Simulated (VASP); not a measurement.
# AlZn13Cu2 (P1) in VASP: single point with PBE

Aim: the single point of AlZn13Cu2 with PBE.

Program: VASP 6.6.1. These are calculated values, not measurements. Logs are shortened: lines on timing, memory, paths and dates and some standing lists are left out, and cuts for length are marked.

### Step 1. The cell of the first run

The typed cell holds 16 atoms: a = 6.501 Å, b = 6.488 Å, c = 5.476 Å, α = 90.96°, β = 90.99°, γ = 87.25°.

### Step 2. Single point, PBE

INCAR reads:

```
PREC = Accurate
ENCUT = 520
EDIFF = 1E-6
ISMEAR = 0
SIGMA = 0.1
LREAL = Auto
LASPH = T
NELM = 60
ALGO = Fast
ISIF = 2
LWAVE = F
LCHARG = F
GGA = PE
NBANDS = 104
ISYM = 0
```

KPOINTS reads:

```
regular mesh
0
Gamma
  3 3 4
```

POSCAR reads:

```
AlZn13Cu2
1.0
    6.4994143965      0.1581820162     -0.0363986303
    0.1528526548      6.4855995836     -0.0499986573
   -0.0627259262     -0.0478949020      5.4753138439
Al Cu Zn
1 2 13
Direct
    0.0490420485      0.0426136427      0.9908468118
    0.9561360891      0.4584374805      0.5012129045
    0.2919202690      0.2886952883      0.7535309765
    0.4622029254      0.9602531609      0.0005187239
    0.9611023706      0.4565434438      0.9954702473
    0.0430515562      0.0564830378      0.4971410399
    0.2899200466      0.3006504954      0.2585050151
    0.5360031795      0.5391897712      1.0004752340
    0.4544424756      0.9625795679      0.5048001443
    0.7124423970      0.2136197573      0.2517360771
    0.2052575146      0.7086512832      0.2579279806
    0.5457288845      0.5394858516      0.5038344926
    0.7933699765      0.7866090970      0.2510588342
    0.7033866407      0.2135818281      0.7474568877
    0.2096338680      0.6916108547      0.7464715779
    0.7961339853      0.7871147780      0.7440927298
```

Potentials or basis: VASP PAW PBE potentials, release 64 (Al, Cu, Zn).

Command:

```console
$ cat potpaw_PBE.64/Al/POTCAR potpaw_PBE.64/Cu/POTCAR potpaw_PBE.64/Zn/POTCAR > POTCAR
$ mpirun -np 1 vasp_std > vasp.out
```

OUTCAR:

```text
PREC = Accurate
   ENCUT = 520
   EDIFF = 1E-6
   ISMEAR = 0
   LREAL = Auto
   LASPH = T
   NELM = 60
   ISIF = 2
   GGA = PE
   ISYM = 0

 ion  position               nearest neighbor table
   1  0.049  0.043  0.991-   3 2.67   6 2.71   4 2.71  16 2.72   5 2.72   7 2.74   6 2.77  11 2.78
                            14 2.79  15 2.79  10 2.81  13 2.82
   2  0.956  0.458  0.501-  15 2.63   6 2.64  10 2.64  16 2.67  12 2.69   5 2.71  13 2.71   7 2.71
                            11 2.73  14 2.73   3 2.76   5 2.77
   3  0.292  0.289  0.754-   6 2.63  15 2.64   8 2.66   1 2.67   9 2.68  14 2.70   7 2.71   5 2.72
                             4 2.72   2 2.76   7 2.77  12 2.77
   4  0.462  0.960  0.001-  10 2.71   1 2.71   9 2.71   3 2.72  14 2.73  13 2.74   8 2.75   9 2.76
                            16 2.79  15 2.79   7 2.80  11 2.80
   5  0.961  0.457  0.995-  15 2.68  14 2.69   2 2.71  11 2.71   1 2.72   3 2.72   7 2.72  13 2.73
                            10 2.73  16 2.73   2 2.77   8 2.79
   6  0.043  0.056  0.497-   3 2.63   2 2.64   7 2.68  10 2.68   1 2.71   9 2.71  13 2.76  14 2.76
                            11 2.76   1 2.77  16 2.81  15 2.91
   7  0.290  0.301  0.259-  12 2.66  11 2.68   6 2.68   8 2.71   3 2.71   2 2.71   5 2.72   1 2.74
                             9 2.76   3 2.77  10 2.78   4 2.80
   8  0.536  0.539  0.000-   3 2.66  15 2.68  14 2.70   7 2.71  13 2.71  12 2.72  10 2.74   4 2.75
                            12 2.76  11 2.77   5 2.79  16 2.80
   9  0.454  0.963  0.505-  14 2.67   3 2.68  11 2.70   6 2.71   4 2.71   7 2.76   4 2.76  16 2.77
                            12 2.78  15 2.79  10 2.79  13 2.81
  10  0.712  0.214  0.252-   2 2.64   6 2.68  12 2.70   4 2.71  14 2.72   5 2.73   8 2.74  14 2.76
                             7 2.78   9 2.79  13 2.79   1 2.81
  11  0.205  0.709  0.258-   7 2.68  15 2.68   9 2.70  13 2.70   5 2.71   2 2.73  12 2.76   6 2.76
                             8 2.77   1 2.78  15 2.80   4 2.80
  12  0.546  0.539  0.504-  16 2.66   7 2.66  14 2.67   2 2.69  10 2.70  15 2.71   8 2.72  13 2.73
                             8 2.76  11 2.76   3 2.77   9 2.78
  13  0.793  0.787  0.251-  16 2.70  11 2.70   2 2.71   8 2.71   5 2.73  12 2.73   4 2.74   6 2.76
                            16 2.78  10 2.79   9 2.81   1 2.82
  14  0.703  0.214  0.747-  12 2.67   9 2.67   5 2.69   3 2.70   8 2.70  10 2.72   2 2.73   4 2.73
                            10 2.76   6 2.76   1 2.79  16 2.80
  15  0.210  0.692  0.746-   2 2.63   3 2.64   8 2.68  11 2.68   5 2.68  12 2.71  16 2.73   4 2.79
                             1 2.79   9 2.79  11 2.80   6 2.91
  16  0.796  0.787  0.744-  12 2.66   2 2.67  13 2.70   1 2.72  15 2.73   5 2.73   9 2.77  13 2.78
                             4 2.79   8 2.80  14 2.80   6 2.81

IMPORTANT INFORMATION: All symmetrisations will be switched off!
NOSYMM: (Re-)initialisation of all symmetry stuff for point group C_1.

----------------------------------------------------------------------------------------

                                     Primitive cell

  volume of cell :     230.6367

  direct lattice vectors                    reciprocal lattice vectors
     6.499414396  0.158182016 -0.036398630     0.153957700 -0.003615123  0.001732137
     0.152852655  6.485599584 -0.049998657    -0.003747681  0.154286148  0.001306673
    -0.062725926 -0.047894902  5.475313844     0.000989253  0.001384855  0.182661379

  length of vectors
     6.501440910  6.487593218  5.475882591     0.154009879  0.154337189  0.182669308

  position of ions in fractional coordinates (direct lattice)
     0.049042048  0.042613643  0.990846812
     0.956136089  0.458437481  0.501212905
     0.291920269  0.288695288  0.753530977
     0.462202925  0.960253161  0.000518724
     0.961102371  0.456543444  0.995470247
     0.043051556  0.056483038  0.497141040
[... 8 lines left out ...]
     0.209633868  0.691610855  0.746471578
     0.796133985  0.787114778  0.744092730

  ion indices of the primitive-cell ions
   primitive index   ion index
                 1           1
                 2           2
                 3           3
                 4           4
                 5           5
                 6           6
[... 8 lines left out ...]
                15          15
                16          16

----------------------------------------------------------------------------------------

 KPOINTS: regular mesh

Automatic generation of k-mesh.
 Grid dimensions read from file:
 generate k-points for:    3    3    4

 Generating k-lattice:

  Cartesian coordinates                     Fractional coordinates (reciprocal lattice)
     0.051319233 -0.001205041  0.000577379     0.333333333 -0.000000000  0.000000000
    -0.001249227  0.051428716  0.000435558    -0.000000000  0.333333333  0.000000000
     0.000247313  0.000346214  0.045665345    -0.000000000  0.000000000  0.250000000

  Length of vectors
     0.051336626  0.051445730  0.045667327

  Shift w.r.t. Gamma in fractional coordinates (k-lattice)
     0.000000000  0.000000000  0.000000000

 Subroutine IBZKPT returns following result:
 ===========================================

 Found     19 irreducible k-points:

 Following reciprocal coordinates:
            Coordinates               Weight
  0.000000  0.000000  0.000000      1.000000
  0.333333 -0.000000  0.000000      2.000000
  0.000000  0.333333  0.000000      2.000000
  0.333333  0.333333  0.000000      2.000000
 -0.333333  0.333333  0.000000      2.000000
 -0.000000  0.000000  0.250000      2.000000
[... 11 lines left out ...]
  0.333333  0.333333  0.500000      2.000000
 -0.333333  0.333333  0.500000      2.000000
   k-points           NKPTS =     19   k-points in BZ     NKDIM =     19   number of bands    NBANDS=    104
   number of dos      NEDOS =    301   number of ions     NIONS =     16
   total plane-waves  NPLWV =  96768
   dimension x,y,z NGX =    48 NGY =   48 NGZ =   42
   dimension x,y,z NGXF=    96 NGYF=   96 NGZF=   84
   ions per type =               1   2  13
   NGX,Y,Z   is equivalent  to a cutoff of  12.27, 12.30, 12.75 a.u.
   NGXF,Y,Z  is equivalent  to a cutoff of  24.55, 24.60, 25.50 a.u.
 SYSTEM =  unknown system
   PREC   = accura    normal or accurate (medium, high low for compatibility)
   ISTART =      0    job   : 0-new  1-cont  2-samecut
   ICHARG =      2    charge: 1-file 2-atom 10-const
   ISPIN  =      1    spin polarized calculation?
   LNONCOLLINEAR =      F non collinear calculations
   LSORBIT =      F    spin-orbit coupling
   LASPH  =      T    aspherical Exc in radial PAW
   ENCUT  =  520.0 eV  38.22 Ry    6.18 a.u.  12.09 12.06 10.18*2*pi/ulx,y,z
   NELM   =     60;   NELMIN=  2; NELMDL= -5     # of ELM steps
   EDIFF  = 0.1E-05   stopping-criterion for ELM
   LREAL  =      T    real-space projection
   EDIFFG = 0.1E-04   stopping-criterion for IOM
   NSW    =      0    number of steps for IOM
   IBRION =     -1    ionic relax: 0-MD 1-quasi-New 2-CG
   NFREE  =      0    steps in history (QN), initial steepest desc. (CG)
   ISIF   =      2    stress and relaxation
   ISYM   =      0    0-nonsym 1-usesym 2-fastsym
   POTIM  = 0.5000    time-step for ionic-motion
   TEBEG  =    0.0;   TEEND  =   0.0 temperature during run
   PSTRESS=    0.0 pullay stress
   NELECT =     181.0000    total number of electrons
   NUPDOWN=      -1.0000    fix difference up-down
   EMIN   =  10.00;   EMAX   =-10.00  energy-range for DOS
   EFERMI =   0.00;   METHOD = LEGACY
   ISMEAR =     0;   SIGMA  =   0.10  broadening in eV -4-tet -1-fermi 0-gaus
   EFERMI_NEDOS =   21; number of points for ismear=-14 and -15
   IALGO  =     68    algorithm
   IMIX   =      4    mixing-type and parameters
     AMIX     =   0.40;   BMIX     =  1.00
     AMIX_MAG =   1.60;   BMIX_MAG =  1.00
  volume/ion in A,a.u.               =      14.41        97.28
  Fermi-wavevector in a.u.,A,eV,Ry     =   1.510051  2.853582 31.024729  2.280253
  Thomas-Fermi vector in A             =   2.620292
   LORBIT       =      0    0 simple, 1 ext, 2 COOP (PROOUT), +10 PAW based schemes
   GGA     = PE    functional components
   LHFCALC =     F    Hartree Fock is set to
   AEXX    =    0.0000 exact exchange contribution
   IVDW    =     0    specifies the selected vdW correction
   LEPSILON=     F    determine dielectric tensor
   LRPA    =     F    only Hartree local field effects (RPA)
 non-spin polarized calculation
 RMM-DIIS sequential band-by-band and
 Gauss-broadening in eV      SIGMA  =   0.10
  energy-cutoff  :      520.00
  volume of cell :      230.64
 maximum number of plane-waves:      6232
   NGX = 25   NGY = 25   NGZ = 21

 number of electron     180.9999967 magnetization

 Free energy of the ion-electron system (eV)
  ---------------------------------------------------
  ext. energy  EPLUGINS =         0.00000000
  ---------------------------------------------------
  free energy    TOTEN  =       -26.04090918 eV

  energy without entropy =      -26.03265641  energy(sigma->0) =      -26.03678280

 E-fermi :   4.2714     XC(G=0): -11.7519

 val. band max:        4.1961021895   @ k =  -0.0000   0.0000   0.5000
 cond. band min:       4.2991704203   @ k =   0.0000   0.3333   0.0000
 fundamental gap:      0.1030682307
 Fermi energy:         4.2714281376

 k-point     1 :       0.0000    0.0000    0.0000
  band No.  band energies     occupation
      1      -6.4809      2.00000
      2      -4.3268      2.00000
      3      -4.2680      2.00000
      4      -4.2178      2.00000
      5      -4.1936      2.00000
      6      -4.1770      2.00000
[... 94 lines left out ...]
    101       7.2831      0.00000
    102       7.4637      0.00000

 k-point     2 :       0.3333   -0.0000    0.0000
  band No.  band energies     occupation
      1      -6.0785      2.00000
      2      -4.9750      2.00000
      3      -4.2748      2.00000
      4      -4.2426      2.00000
      5      -4.2245      2.00000
      6      -4.1952      2.00000
[... 1774 lines left out ...]
    101       7.5477      0.00000
    102       7.7799      0.00000

 k-point    19 :      -0.3333    0.3333    0.5000
  band No.  band energies     occupation
      1      -4.7001      2.00000
      2      -4.5125      2.00000
      3      -4.2499      2.00000
      4      -4.2086      2.00000
      5      -4.1258      2.00000
      6      -4.0704      2.00000
[... 94 lines left out ...]
    101       7.7712      0.00000
    102       7.8999      0.00000
 [bands above 102 left out]

------------------------ aborting loop because EDIFF is reached ----------------------------------------

  FORCE on cell =-STRESS in cart. coord.  units (eV):
  Direction    XX          YY          ZZ          XY          YZ          ZX
  --------------------------------------------------------------------------------------
  -------------------------------------------------------------------------------------
  Total        0.2702100      0.5309445      0.3217666     -0.0773702      0.0657119      0.0821874
  in kB        1.8770831      3.6883424      2.2352346     -0.5374717      0.4564848      0.5709357
  external PRESSURE =       2.6002200 kB  Pullay stress =       0.0000000 kB

 VOLUME and BASIS-vectors are now :
 -----------------------------------------------------------------------------
  energy-cutoff  :      520.00
  volume of cell :      230.64
      direct lattice vectors                 reciprocal lattice vectors
     6.499414396  0.158182016 -0.036398630     0.153957700 -0.003615123  0.001732137
     0.152852655  6.485599584 -0.049998657    -0.003747681  0.154286148  0.001306673
    -0.062725926 -0.047894902  5.475313844     0.000989253  0.001384855  0.182661379

 POSITION                                       TOTAL-FORCE (eV/Angst)
 -----------------------------------------------------------------------------------
      0.26311      0.23668      5.42128        -0.003720      0.002106     -0.007231
      6.25296      3.10048      2.68657         0.002013      0.006053     -0.001740
      1.89417      1.88245      4.10076        -0.005135     -0.004477      0.003325
      3.15079      6.30090     -0.06199        -0.003795     -0.005979     -0.007371
      6.25394      3.06531      5.39270        -0.002456     -0.002186     -0.001849
      0.25726      0.34933      2.71761        -0.004888     -0.014881      0.013433
[... 8 lines left out ...]
      1.42139      4.48292      4.04496         0.000426      0.014911     -0.003704
      5.24804      5.19521      4.00581        -0.000533      0.009901      0.005270
 -----------------------------------------------------------------------------------
    total drift:                               -0.003836      0.004987     -0.001367

  FREE ENERGIE OF THE ION-ELECTRON SYSTEM (eV)
  ---------------------------------------------------
  free  energy   TOTEN  =       -26.0409091803 eV

  energy  without entropy=      -26.0326564127  energy(sigma->0) =      -26.03678280
```

It took 12 min on 1 thread of Intel Xeon Platinum 8375C at 2.90GHz (Ice Lake), shared host; peak memory 0.48 GiB.

Results:

| Item | Value |
| --- | --- |
| Free energy | -26.0409 eV |
| Pressure | 0.3 GPa |
| Largest force | 0.021 eV/Å |
| Band gap on the k mesh | zero (an odd number of electrons rules out a gap without spin polarisation) |

Forces on the atoms (eV/Å):
```
Al  -0.004  0.002 -0.007
Cu   0.002  0.006 -0.002
Cu  -0.005 -0.004  0.003
Zn  -0.004 -0.006 -0.007
Zn  -0.002 -0.002 -0.002
Zn  -0.005 -0.015  0.013
Zn  -0.002 -0.011 -0.003
Zn   0.004  0.005  0.001
Zn   0.007 -0.003 -0.008
Zn   0.004 -0.010 -0.002
Zn   0.003  0.005  0.002
Zn  -0.011  0.001  0.008
Zn  -0.002  0.012  0.011
Zn   0.016 -0.005 -0.009
Zn   0.000  0.015 -0.004
Zn  -0.001  0.010  0.005
```

Stress tensor (GPa, compression positive):
```
 0.19 -0.05  0.06
-0.05  0.37  0.05
 0.06  0.05  0.22
```
